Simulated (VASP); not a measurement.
Crystal: C.

```
C
1.0
     1.75432    0.00000    0.00000
     0.00000    1.75432    0.00000
     0.00000    0.00000    1.75432
C
1
Direct
  0.00000 0.00000 0.00000
```

- Program: VASP 6.6.1
- Task: relaxation of cell and atoms
- Functional: PBE
- Potentials or basis: VASP PAW PBE potentials, release 64 (C)
- Cutoff: 600 eV
- k mesh: 30 × 30 × 30
- Occupations: gaussian, width 0.1 eV
- Spin: no spin polarisation

At the start: pressure 13.2 GPa; volume 5.40 Å³/atom.

Problem. Where does the relaxation end?

Solution. Over 3 steps the energy falls by 8.1 meV/atom and the volume is 5.60 Å³/atom (+3.7 %); space group Pm-3m (No. 221, to 0.1 Å) before and after.

The path:
```
step  energy change (eV)  largest force (eV/Å)  pressure (GPa)  volume (Å³)
   1              0.0000                0.0000           13.22         5.40
   2             -0.0038                0.0000           -8.87         5.75
   3             -0.0081                0.0000           -0.02         5.60
```

Final structure:
```
CELL_PARAMETERS angstrom
1.77593 0.00000 0.00000
0.00000 1.77593 0.00000
0.00000 0.00000 1.77593
ATOMIC_POSITIONS crystal
C 0.00000 0.00000 0.00000
```
